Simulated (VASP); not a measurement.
# TiO2 (I4_1/amd) in VASP: single point with r2SCAN

Aim: the single point of TiO2 with r2SCAN.

All numbers are computed with VASP 6.6.1; they aren't measurements. Logs are shortened: lines on timing, memory, paths and dates and some standing lists are left out, and cuts for length are marked.

### Step 1. The cell of the first run

The structure is tetragonal, space group I4_1/amd (No. 141). Conventional cell: a = 3.770 Å, b = 3.770 Å, c = 9.548 Å, α = 90.00°, β = 90.00°, γ = 90.00°. Within 2.6 Å of Ti (site symmetry -4m2) lie 6 O at 1.93 to 1.98 Å. O (site symmetry 2mm) has 3 Ti at 1.93 to 1.98 Å and 2 O at 2.46 Å within 2.6 Å.

### Step 2. Single point, r2SCAN

The input, POSCAR:

```
TiO2
1.0
   -1.8852240000      1.8852020000      4.7741940000
    1.8852020000     -1.8852240000      4.7741940000
    1.8852260000      1.8852260000     -4.7742030000
Ti O
2 4
Direct
    0.0000000000      0.0000000000      0.0000000000
    0.7500010000      0.2500000000      0.5000010000
    0.2075730000      0.2075730000      0.0000000000
    0.9575700000      0.4575730000      0.4999980000
    0.5424270000      0.0424280000      0.4999990000
    0.7924280000      0.7924280000      0.0000000000
```

The input, INCAR.step1:

```
SYSTEM = TiO2
PREC = Accurate
ENCUT = 660
ISMEAR = -1
SIGMA = 0.05
LREAL = .FALSE.
LASPH = .TRUE.
NELM = 120
NBANDS = 33
GGA = PE
ALGO = Normal
EDIFF = 1E-5
LWAVE = .TRUE.
LCHARG = .FALSE.
GGA_COMPAT = .FALSE.
KPAR = 4
```

The input, INCAR.step2:

```
SYSTEM = TiO2
PREC = Accurate
ENCUT = 660
EDIFF = 1E-6
ISMEAR = -1
SIGMA = 0.05
LREAL = .FALSE.
LASPH = .TRUE.
NELM = 120
ALGO = Normal
ISIF = 2
LWAVE = .FALSE.
LCHARG = .TRUE.
METAGGA = R2SCAN
LMIXTAU = .TRUE.
LVHAR = .TRUE.
NBANDS = 33
ISTART = 1
GGA_COMPAT = .FALSE.
KPAR = 4
```

The input, KPOINTS:

```
regular mesh
0
G
  9 9 9
  0 0 0
```

Potentials or basis: VASP PAW PBE potentials, release 64 (Ti_sv, O).

Run with:

```
$ cat potpaw_PBE.64/Ti_sv/POTCAR potpaw_PBE.64/O/POTCAR > POTCAR
$ cp INCAR.step1 INCAR
$ mpirun -np 4 vasp_std > vasp.out
$ cp INCAR.step2 INCAR
$ mpirun -np 4 vasp_std > vasp.out
```

OUTCAR:

```text
SYSTEM = TiO2
   PREC = Accurate
   ENCUT = 660
   EDIFF = 1E-6
   ISMEAR = -1
   LREAL = .FALSE.
   LASPH = .TRUE.
   NELM = 120
   ISIF = 2
   METAGGA = R2SCAN
   ISTART = 1

 ion  position               nearest neighbor table
   1  0.000  0.000  0.000-   5 1.93   4 1.93   4 1.93   5 1.93   6 1.98   3 1.98
   2  0.750  0.250  0.500-   3 1.93   6 1.93   3 1.93   6 1.93   5 1.98   4 1.98
   3  0.208  0.208  0.000-   2 1.93   2 1.93   1 1.98
   4  0.958  0.458  0.500-   1 1.93   1 1.93   2 1.98
   5  0.542  0.042  0.500-   1 1.93   1 1.93   2 1.98
   6  0.792  0.792  0.000-   2 1.93   2 1.93   1 1.98

  LATTYP: Found a body centered tetragonal cell.
 ALAT       =     3.7704280000
 C/A-ratio  =     2.5324414098

  Lattice vectors:

 A1 = (  -1.8852240000,   1.8852020000,   4.7741940000)
 A2 = (   1.8852020000,  -1.8852240000,   4.7741940000)
 A3 = (   1.8852260000,   1.8852260000,  -4.7742030000)

Analysis of symmetry for initial positions (statically):
=====================================================================
 Subroutine PRICEL returns:
 Original cell was already a primitive cell.

 Routine SETGRP: Setting up the symmetry group for a
 body centered tetragonal supercell.

 Subroutine GETGRP returns: Found 16 space group operations
 (whereof  8 operations were pure point group operations)
 out of a pool of 16 trial point group operations.

The static configuration has the point symmetry D_2d.
 The point group associated with its full space group is D_4h.

Analysis of symmetry for dynamics (positions and initial velocities):
=====================================================================
 Subroutine PRICEL returns:
 Original cell was already a primitive cell.

 Routine SETGRP: Setting up the symmetry group for a
 body centered tetragonal supercell.

 Subroutine GETGRP returns: Found 16 space group operations
 (whereof  8 operations were pure point group operations)
 out of a pool of 16 trial point group operations.

The dynamic configuration has the point symmetry D_2d.
 The point group associated with its full space group is D_4h.

 Subroutine INISYM returns: Found 16 space group operations
 (whereof  8 operations are pure point group operations),
 and found     1 'primitive' translations

----------------------------------------------------------------------------------------

                                     Primitive cell

[... 99 lines left out ...]
   LREAL  =      F    real-space projection
   EDIFFG = 0.1E-04   stopping-criterion for IOM
   NSW    =      0    number of steps for IOM
   IBRION =     -1    ionic relax: 0-MD 1-quasi-New 2-CG
   NFREE  =      0    steps in history (QN), initial steepest desc. (CG)
   ISIF   =      2    stress and relaxation
   ISYM   =      2    0-nonsym 1-usesym 2-fastsym
   POTIM  = 0.5000    time-step for ionic-motion
   TEBEG  =    0.0;   TEEND  =   0.0 temperature during run
   PSTRESS=    0.0 pullay stress
   NELECT =      48.0000    total number of electrons
   NUPDOWN=      -1.0000    fix difference up-down
   EMIN   =  10.00;   EMAX   =-10.00  energy-range for DOS
   EFERMI =   0.00;   METHOD = LEGACY
   ISMEAR =    -1;   SIGMA  =   0.05  broadening in eV -4-tet -1-fermi 0-gaus
   EFERMI_NEDOS =   21; number of points for ismear=-14 and -15
   IALGO  =     38    algorithm
   IMIX   =      4    mixing-type and parameters
     AMIX     =   0.40;   BMIX     =  1.00
     AMIX_MAG =   1.60;   BMIX_MAG =  1.00
  volume/ion in A,a.u.               =      11.31        76.34
  Fermi-wavevector in a.u.,A,eV,Ry     =   1.458573  2.756303 28.945507  2.127435
  Thomas-Fermi vector in A             =   2.575241
   LORBIT       =      0    0 simple, 1 ext, 2 COOP (PROOUT), +10 PAW based schemes
   METAGGA = R2SCAN    functional components
   LHFCALC =     F    Hartree Fock is set to
   AEXX    =    0.0000 exact exchange contribution
   IVDW    =     0    specifies the selected vdW correction
   LEPSILON=     F    determine dielectric tensor
   LRPA    =     F    only Hartree local field effects (RPA)
 non-spin polarized calculation
  energy-cutoff  :      660.00
  volume of cell :       67.87
 maximum number of plane-waves:      2641
 NGX is ok and might be reduce to    48
   NGX = 23   NGY = 23   NGZ = 23

 number of electron      47.9999997 magnetization

 Free energy of the ion-electron system (eV)
  ---------------------------------------------------
  ext. energy  EPLUGINS =         0.00000000
  ---------------------------------------------------
  free energy    TOTEN  =       -69.87148059 eV

  energy without entropy =      -69.87148059  energy(sigma->0) =      -69.87148059

 E-fermi :   4.1352     XC(G=0): -11.4873

 val. band max:        3.0884136491   @ k =  -0.4444   0.4444   0.0000
 cond. band min:       5.6475063096   @ k =   0.0000   0.0000   0.0000
 fundamental gap:      2.5590926605
 Fermi energy:         4.1352133725

 k-point     1 :       0.0000    0.0000    0.0000
  band No.  band energies     occupation
      1     -55.4735      2.00000
      2     -55.4121      2.00000
      3     -30.9021      2.00000
      4     -30.6479      2.00000
      5     -30.6479      2.00000
      6     -30.5764      2.00000
[... 853 lines left out ...]
     32      10.0404      0.00000
     33      11.0456      0.00000

 [... further k-points ...]

------------------------ aborting loop because EDIFF is reached ----------------------------------------

  FORCE on cell =-STRESS in cart. coord.  units (eV):
  Direction    XX          YY          ZZ          XY          YZ          ZX
  --------------------------------------------------------------------------------------
  -------------------------------------------------------------------------------------
  Total        1.1257490      1.1257490      1.0456153      0.0000012     -0.0000051     -0.0000051
  in kB       26.5748479     26.5748479     24.6831829      0.0000282     -0.0001203     -0.0001203
  external PRESSURE =      25.9442929 kB  Pullay stress =       0.0000000 kB

 VOLUME and BASIS-vectors are now :
 -----------------------------------------------------------------------------
  energy-cutoff  :      660.00
  volume of cell :       67.87
      direct lattice vectors                 reciprocal lattice vectors
    -1.885224000  1.885202000  4.774194000     0.000000109  0.265222129  0.104730331
     1.885202000 -1.885224000  4.774194000     0.265222129  0.000000109  0.104730331
     1.885226000  1.885226000 -4.774203000     0.265221739  0.265221739  0.000001222

 POSITION                                       TOTAL-FORCE (eV/Angst)
 -----------------------------------------------------------------------------------
      0.00000      0.00000      0.00000         0.000000      0.000000      0.000000
     -0.00000      1.88521      2.38709        -0.000000     -0.000000     -0.000000
     -0.00000     -0.00000      1.98199        -0.000000     -0.000000      0.047472
     -0.00001      1.88519      4.36908        -0.000000     -0.000000      0.047472
      0.00000      1.88521      0.40511         0.000000      0.000000     -0.047472
     -0.00002     -0.00002      7.56641         0.000000      0.000000     -0.047472
 -----------------------------------------------------------------------------------
    total drift:                               -0.001563      0.009991     -0.016391

  FREE ENERGIE OF THE ION-ELECTRON SYSTEM (eV)
  ---------------------------------------------------
  free  energy   TOTEN  =       -69.8714805874 eV

  energy  without entropy=      -69.8714805874  energy(sigma->0) =      -69.87148059
```

It took 4.5 min on 4 MPI ranks of Intel Xeon 6975P-C (Granite Rapids), shared host; peak memory 0.47 GiB.

Results:

- Free energy: -69.8715 eV
- Pressure: 2.6 GPa
- Largest force: 0.047 eV/Å
- Band gap on the k mesh: 2.56 eV (least direct gap 2.92 eV)

Forces in eV/Å, atoms in the order of the input:
```
Ti   0.000  0.000  0.000
Ti   0.000  0.000  0.000
O    0.000  0.000  0.047
O    0.000  0.000  0.047
O    0.000  0.000 -0.047
O    0.000  0.000 -0.047
```

Caveat: the PAW data sets were made with another functional, which shifts forces and pressure a little. A k mesh can miss the band edges.
